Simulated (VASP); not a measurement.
# MgS (Niningerite) (Fm-3m) in VASP: notebook, part 2 of 2

VASP 6.6.1.

**3. Relaxation of the atoms, r2SCAN**

This run uses another cell than the first one, of 16.92 Å³/atom, 1.021 times its volume.

POSCAR reads:

```
MgS
1.0
    0.0000000000      2.5672891600      2.5672891600
    2.5672891600      0.0000000000      2.5672891600
    2.5672891600      2.5672891600      0.0000000000
Mg S
1 1
Direct
    0.0000000000      0.0000000000      0.0000000000
    0.5000000000      0.5000000000      0.5000000000
```

INCAR.step1 reads:

```
PREC = Accurate
ENCUT = 520
ISMEAR = -1
SIGMA = 0.02
LREAL = False
LASPH = True
NELM = 80
GGA = PE
ALGO = Normal
EDIFF = 1E-4
LWAVE = True
LCHARG = False
```

INCAR.step2 reads:

```
PREC = Accurate
ENCUT = 520
EDIFF = 1E-7
ISMEAR = -1
SIGMA = 0.02
LREAL = False
LASPH = True
NELM = 80
ALGO = Normal
ISIF = 2
LWAVE = False
LCHARG = False
METAGGA = R2SCAN
LMIXTAU = True
IBRION = 2
NSW = 50
EDIFFG = -0.01
ISTART = 1
```

KPOINTS reads:

```
regular mesh
0
Gamma
  10 10 10
```

Potentials or basis: VASP PAW PBE potentials, release 64 (Mg, S).

Command:

```sh
$ cat potpaw_PBE.64/Mg/POTCAR potpaw_PBE.64/S/POTCAR > POTCAR
$ cp INCAR.step1 INCAR
$ mpirun -np 1 vasp_std > vasp.out
$ cp INCAR.step2 INCAR
$ mpirun -np 1 vasp_std > vasp.out
```

OUTCAR:

```text
PREC = Accurate
   ENCUT = 520
   EDIFF = 1E-7
   ISMEAR = -1
   LREAL = False
   LASPH = True
   NELM = 80
   ISIF = 2
   METAGGA = R2SCAN
   IBRION = 2
   NSW = 50
   EDIFFG = -0.01
   ISTART = 1

 ion  position               nearest neighbor table
   1  0.000  0.000  0.000-   2 2.57   2 2.57   2 2.57   2 2.57   2 2.57   2 2.57
   2  0.500  0.500  0.500-   1 2.57   1 2.57   1 2.57   1 2.57   1 2.57   1 2.57

  LATTYP: Found a face centered cubic cell.
 ALAT       =     5.1345783200

  Lattice vectors:

 A1 = (   0.0000000000,   2.5672891600,   2.5672891600)
 A2 = (   2.5672891600,   0.0000000000,   2.5672891600)
 A3 = (   2.5672891600,   2.5672891600,   0.0000000000)

Analysis of symmetry for initial positions (statically):
=====================================================================
 Subroutine PRICEL returns:
 Original cell was already a primitive cell.

 Routine SETGRP: Setting up the symmetry group for a
 face centered cubic supercell.

 Subroutine GETGRP returns: Found 48 space group operations
 (whereof 48 operations were pure point group operations)
 out of a pool of 48 trial point group operations.

The static configuration has the point symmetry O_h .

Analysis of symmetry for dynamics (positions and initial velocities):
=====================================================================
 Subroutine PRICEL returns:
 Original cell was already a primitive cell.

 Routine SETGRP: Setting up the symmetry group for a
 face centered cubic supercell.

 Subroutine GETGRP returns: Found 48 space group operations
 (whereof 48 operations were pure point group operations)
 out of a pool of 48 trial point group operations.

The dynamic configuration has the point symmetry O_h .

 Subroutine INISYM returns: Found 48 space group operations
 (whereof 48 operations are pure point group operations),
 and found     1 'primitive' translations

----------------------------------------------------------------------------------------

                                     Primitive cell

  volume of cell :      33.8419

  direct lattice vectors                    reciprocal lattice vectors
     0.000000000  2.567289160  2.567289160    -0.194757960  0.194757960  0.194757960
     2.567289160  0.000000000  2.567289160     0.194757960 -0.194757960  0.194757960
     2.567289160  2.567289160  0.000000000     0.194757960  0.194757960 -0.194757960

  length of vectors
     3.630695149  3.630695149  3.630695149     0.337330682  0.337330682  0.337330682

  position of ions in fractional coordinates (direct lattice)
     0.000000000  0.000000000  0.000000000
     0.500000000  0.500000000  0.500000000

  ion indices of the primitive-cell ions
   primitive index   ion index
                 1           1
                 2           2

----------------------------------------------------------------------------------------

 KPOINTS: regular mesh

Automatic generation of k-mesh.
 Grid dimensions read from file:
 generate k-points for:   10   10   10

 Generating k-lattice:

  Cartesian coordinates                     Fractional coordinates (reciprocal lattice)
    -0.019475796  0.019475796  0.019475796     0.100000000  0.000000000  0.000000000
     0.019475796 -0.019475796  0.019475796     0.000000000  0.100000000  0.000000000
     0.019475796  0.019475796 -0.019475796     0.000000000  0.000000000  0.100000000

  Length of vectors
     0.033733068  0.033733068  0.033733068

  Shift w.r.t. Gamma in fractional coordinates (k-lattice)
     0.000000000  0.000000000  0.000000000

 Subroutine IBZKPT returns following result:
 ===========================================

 Found     47 irreducible k-points:

 Following reciprocal coordinates:
            Coordinates               Weight
  0.000000  0.000000  0.000000      1.000000
  0.100000  0.000000  0.000000      8.000000
  0.200000  0.000000  0.000000      8.000000
  0.300000  0.000000  0.000000      8.000000
  0.400000  0.000000  0.000000      8.000000
  0.500000  0.000000  0.000000      4.000000
[... 16 lines left out ...]
  0.300000  0.300000  0.000000      6.000000
  0.400000  0.300000  0.000000     24.000000
 [... further k-points ...]
   k-points           NKPTS =     47   k-points in BZ     NKDIM =     47   number of bands    NBANDS=      8
   number of dos      NEDOS =    301   number of ions     NIONS =      2
   total plane-waves  NPLWV =  21952
   dimension x,y,z NGX =    28 NGY =   28 NGZ =   28
   dimension x,y,z NGXF=    56 NGYF=   56 NGZF=   56
   ions per type =               1   1
   NGX,Y,Z   is equivalent  to a cutoff of  12.82, 12.82, 12.82 a.u.
   NGXF,Y,Z  is equivalent  to a cutoff of  25.64, 25.64, 25.64 a.u.
 SYSTEM =  unknown system
   PREC   = accura    normal or accurate (medium, high low for compatibility)
   ISTART =      1    job   : 0-new  1-cont  2-samecut
   ICHARG =      0    charge: 1-file 2-atom 10-const
   ISPIN  =      1    spin polarized calculation?
   LNONCOLLINEAR =      F non collinear calculations
   LSORBIT =      F    spin-orbit coupling
   LASPH  =      T    aspherical Exc in radial PAW
   ENCUT  =  520.0 eV  38.22 Ry    6.18 a.u.   6.75  6.75  6.75*2*pi/ulx,y,z
   NELM   =     80;   NELMIN=  2; NELMDL=  0     # of ELM steps
   EDIFF  = 0.1E-06   stopping-criterion for ELM
   LREAL  =      F    real-space projection
   EDIFFG = -.1E-01   stopping-criterion for IOM
   NSW    =     50    number of steps for IOM
   IBRION =      2    ionic relax: 0-MD 1-quasi-New 2-CG
   NFREE  =      1    steps in history (QN), initial steepest desc. (CG)
   ISIF   =      2    stress and relaxation
   ISYM   =      2    0-nonsym 1-usesym 2-fastsym
   POTIM  = 0.5000    time-step for ionic-motion
   TEBEG  =    0.0;   TEEND  =   0.0 temperature during run
   PSTRESS=    0.0 pullay stress
   NELECT =       8.0000    total number of electrons
   NUPDOWN=      -1.0000    fix difference up-down
   EMIN   =  10.00;   EMAX   =-10.00  energy-range for DOS
   EFERMI =   0.00;   METHOD = LEGACY
   ISMEAR =    -1;   SIGMA  =   0.02  broadening in eV -4-tet -1-fermi 0-gaus
   EFERMI_NEDOS =   21; number of points for ismear=-14 and -15
   IALGO  =     38    algorithm
   IMIX   =      4    mixing-type and parameters
     AMIX     =   0.40;   BMIX     =  1.00
     AMIX_MAG =   1.60;   BMIX_MAG =  1.00
  volume/ion in A,a.u.               =      16.92       114.19
  Fermi-wavevector in a.u.,A,eV,Ry     =   1.012247  1.912870 13.941141  1.024645
  Thomas-Fermi vector in A             =   2.145346
   LORBIT       =      0    0 simple, 1 ext, 2 COOP (PROOUT), +10 PAW based schemes
   METAGGA = R2SCAN    functional components
   LHFCALC =     F    Hartree Fock is set to
   AEXX    =    0.0000 exact exchange contribution
   IVDW    =     0    specifies the selected vdW correction
   LEPSILON=     F    determine dielectric tensor
   LRPA    =     F    only Hartree local field effects (RPA)
 conjugate gradient relaxation of ions
 non-spin polarized calculation
  energy-cutoff  :      520.00
  volume of cell :       33.84
 maximum number of plane-waves:       941
   NGX = 13   NGY = 13   NGZ = 13

 number of electron       7.9999998 magnetization

 Free energy of the ion-electron system (eV)
  ---------------------------------------------------
  ext. energy  EPLUGINS =         0.00000000
  ---------------------------------------------------
  free energy    TOTEN  =       -15.50026608 eV

  energy without entropy =      -15.50026608  energy(sigma->0) =      -15.50026608

 E-fermi :   4.2462     XC(G=0): -10.2679

 val. band max:        3.8556206415   @ k =   0.0000   0.0000   0.0000
 cond. band min:       7.3750088650   @ k =   0.5000   0.5000   0.0000
 fundamental gap:      3.5193882235
 Fermi energy:         4.2462244937

 k-point     1 :       0.0000    0.0000    0.0000
  band No.  band energies     occupation
      1      -9.5671      2.00000
      2       3.8556      2.00000
      3       3.8556      2.00000
      4       3.8556      2.00000
      5       8.8154      0.00000
      6      12.3556      0.00000
      7      12.3556      0.00000
      8      12.3556      0.00000
[... 243 lines left out ...]
 k-point    24 :       0.4000    0.3000    0.0000
  band No.  band energies     occupation
      1      -8.1540      2.00000
      2       0.0611      2.00000
      3       2.0941      2.00000
      4       2.3766      2.00000
      5       8.5544      0.00000
      6       9.5648      0.00000
      7      14.5519      0.00000
      8      15.2579      0.00000

 [... further k-points ...]
[... 5 lines left out ...]
  --------------------------------------------------------------------------------------
  -------------------------------------------------------------------------------------
  Total        0.6209856      0.6209856      0.6209856     -0.0000000      0.0000000      0.0000000
  in kB       29.3993502     29.3993502     29.3993502     -0.0000000      0.0000000      0.0000000
  external PRESSURE =      29.3993502 kB  Pullay stress =       0.0000000 kB

 VOLUME and BASIS-vectors are now :
 -----------------------------------------------------------------------------
  energy-cutoff  :      520.00
  volume of cell :       33.84
      direct lattice vectors                 reciprocal lattice vectors
     0.000000000  2.567289160  2.567289160    -0.194757960  0.194757960  0.194757960
     2.567289160  0.000000000  2.567289160     0.194757960 -0.194757960  0.194757960
     2.567289160  2.567289160  0.000000000     0.194757960  0.194757960 -0.194757960

 POSITION                                       TOTAL-FORCE (eV/Angst)
 -----------------------------------------------------------------------------------
      0.00000      0.00000      0.00000         0.000000     -0.000000      0.000000
      2.56729      2.56729      2.56729        -0.000000      0.000000      0.000000
 -----------------------------------------------------------------------------------
    total drift:                                0.000000      0.000000      0.000000

  FREE ENERGIE OF THE ION-ELECTRON SYSTEM (eV)
  ---------------------------------------------------
  free  energy   TOTEN  =       -15.5002660762 eV

  energy  without entropy=      -15.5002660762  energy(sigma->0) =      -15.50026608

 reached required accuracy - stopping structural energy minimisation
```

OUTCAR.step1:

```text
PREC = Accurate
   ENCUT = 520
   ISMEAR = -1
   LREAL = False
   LASPH = True
[... 484 lines left out ...]
      0.00000      0.00000      0.00000        -0.000000      0.000000      0.000000
      2.56729      2.56729      2.56729         0.000000     -0.000000     -0.000000
 -----------------------------------------------------------------------------------
    total drift:                                0.000000      0.000000      0.000000

  FREE ENERGIE OF THE ION-ELECTRON SYSTEM (eV)
  ---------------------------------------------------
  free  energy   TOTEN  =        -8.4803106457 eV

  energy  without entropy=       -8.4803106457  energy(sigma->0) =       -8.48031065
```

Run time: 30 s. Hardware: 1 thread of Intel Xeon 6975P-C (Granite Rapids), shared host; peak memory 0.17 GiB.

What came out:

* Free energy: -15.5003 eV
* Pressure after relaxing: 2.9 GPa
* Band gap on the k mesh: 3.52 eV, indirect (least direct gap 4.96 eV)

Final structure:
```
Mg S
1.0
     0.00000    2.56729    2.56729
     2.56729    0.00000    2.56729
     2.56729    2.56729    0.00000
Mg S
1 1
Direct
  0.00000 0.00000 0.00000
  0.50000 0.50000 0.50000
```

Caveat: the relaxation stopped at its first step, so nothing moved; the PAW data sets were made with another functional, which shifts forces and pressure a little.

**4. Relaxation of the atoms, r2SCAN**

This run uses another cell than the first one, of 17.27 Å³/atom, 1.043 times its volume.

POSCAR reads:

```
MgS
1.0
    0.0000000000      2.5849951600      2.5849951600
    2.5849951600      0.0000000000      2.5849951600
    2.5849951600      2.5849951600      0.0000000000
Mg S
1 1
Direct
    0.0000000000      0.0000000000      0.0000000000
    0.5000000000      0.5000000000      0.5000000000
```

INCAR.step1 reads:

```
ALGO = Normal
EDIFF = 1E-4
ENCUT = 520
GGA = PE
ISMEAR = -1
LASPH = True
LCHARG = False
LREAL = False
LWAVE = True
NELM = 100
PREC = Accurate
SIGMA = 0.02
```

INCAR.step2 reads:

```
ALGO = Normal
EDIFF = 1E-7
EDIFFG = -0.01
ENCUT = 520
IBRION = 2
ISIF = 2
ISMEAR = -1
ISTART = 1
LASPH = True
LCHARG = False
LMIXTAU = True
LREAL = False
LWAVE = False
METAGGA = R2SCAN
NELM = 100
NSW = 50
PREC = Accurate
SIGMA = 0.02
```

KPOINTS reads:

```
k-points
0
Gamma
  10 10 10
```

Potentials or basis: VASP PAW PBE potentials, release 64 (Mg, S).

Command:

```sh
$ cat potpaw_PBE.64/Mg/POTCAR potpaw_PBE.64/S/POTCAR > POTCAR
$ cp INCAR.step1 INCAR
$ mpirun -np 1 vasp_std > vasp.out
$ cp INCAR.step2 INCAR
$ mpirun -np 1 vasp_std > vasp.out
```

OUTCAR:

```text
EDIFF = 1E-7
   EDIFFG = -0.01
   ENCUT = 520
   IBRION = 2
   ISIF = 2
   ISMEAR = -1
   ISTART = 1
   LASPH = True
   LREAL = False
   METAGGA = R2SCAN
   NELM = 100
   NSW = 50
   PREC = Accurate

 ion  position               nearest neighbor table
   1  0.000  0.000  0.000-   2 2.58   2 2.58   2 2.58   2 2.58   2 2.58   2 2.58
   2  0.500  0.500  0.500-   1 2.58   1 2.58   1 2.58   1 2.58   1 2.58   1 2.58

  LATTYP: Found a face centered cubic cell.
 ALAT       =     5.1699903200

  Lattice vectors:

 A1 = (   0.0000000000,   2.5849951600,   2.5849951600)
[... 443 lines left out ...]
      5       8.3165      0.00000
      6       9.4164      0.00000
      7      14.2095      0.00000
      8      14.9924      0.00000

 [... further k-points ...]
[... 5 lines left out ...]
  --------------------------------------------------------------------------------------
  -------------------------------------------------------------------------------------
  Total        0.2377138      0.2377138      0.2377138      0.0000000      0.0000000     -0.0000000
  in kB       11.0244192     11.0244192     11.0244192      0.0000000      0.0000000     -0.0000000
  external PRESSURE =      11.0244192 kB  Pullay stress =       0.0000000 kB

 VOLUME and BASIS-vectors are now :
 -----------------------------------------------------------------------------
  energy-cutoff  :      520.00
  volume of cell :       34.55
      direct lattice vectors                 reciprocal lattice vectors
     0.000000000  2.584995160  2.584995160    -0.193423960  0.193423960  0.193423960
     2.584995160  0.000000000  2.584995160     0.193423960 -0.193423960  0.193423960
     2.584995160  2.584995160  0.000000000     0.193423960  0.193423960 -0.193423960

 POSITION                                       TOTAL-FORCE (eV/Angst)
 -----------------------------------------------------------------------------------
      0.00000      0.00000      0.00000         0.000000      0.000000     -0.000000
      2.58500      2.58500      2.58500        -0.000000     -0.000000      0.000000
 -----------------------------------------------------------------------------------
    total drift:                                0.000000      0.000000      0.000000

  FREE ENERGIE OF THE ION-ELECTRON SYSTEM (eV)
  ---------------------------------------------------
  free  energy   TOTEN  =       -15.5092359049 eV

  energy  without entropy=      -15.5092359049  energy(sigma->0) =      -15.50923590

 reached required accuracy - stopping structural energy minimisation
```

OUTCAR.step1:

```text
EDIFF = 1E-4
   ENCUT = 520
   GGA = PE
   ISMEAR = -1
   LASPH = True
[... 484 lines left out ...]
      0.00000      0.00000      0.00000         0.000000      0.000000      0.000000
      2.58500      2.58500      2.58500        -0.000000     -0.000000     -0.000000
 -----------------------------------------------------------------------------------
    total drift:                                0.000000      0.000000      0.000000

  FREE ENERGIE OF THE ION-ELECTRON SYSTEM (eV)
  ---------------------------------------------------
  free  energy   TOTEN  =        -8.4950784341 eV

  energy  without entropy=       -8.4950784341  energy(sigma->0) =       -8.49507843
```

Wall time 30 s (1 thread of Intel Xeon 6975P-C (Granite Rapids), shared host); peak memory 0.17 GiB.

Results:

```
Free energy             : -15.5092 eV
Pressure after relaxing : 1.1 GPa
Band gap on the k mesh  : 3.48 eV, indirect (least direct gap 4.78 eV)
```

Final structure:
```
Mg S
1.0
     0.00000    2.58500    2.58500
     2.58500    0.00000    2.58500
     2.58500    2.58500    0.00000
Mg S
1 1
Direct
  0.00000 0.00000 0.00000
  0.50000 0.50000 0.50000
```

Caveat: the relaxation stopped at its first step, so nothing moved; the PAW data sets were made with another functional, which shifts forces and pressure a little. A k mesh can miss the band edges.

**5. Summary**

| cell | gap on the mesh (eV) | pressure (GPa) |
| --- | --- | --- |
| atoms relaxed from a = 3.605 Å, angles 60.0°, 2 atoms | 3.56 | 5.0 |
| atoms relaxed from a = 3.631 Å, angles 60.0°, 2 atoms | 3.52 | 2.9 |
| atoms relaxed from a = 3.656 Å, angles 60.0°, 2 atoms | 3.48 | 1.1 |

Alike in all rows: task relaxation of the atoms; level r2SCAN; potentials or basis VASP PAW PBE potentials, release 64 (Mg, S); no spin polarisation; k mesh 10 × 10 × 10; cutoff (eV) 520; smearing fermi-dirac 0.02 eV.

Caveats: the relaxation stopped at its first step, so nothing moved; the PAW data sets were made with another functional, which shifts forces and pressure a little.

Total energies depend on the potentials used, so only differences within one code and one set of settings carry meaning.
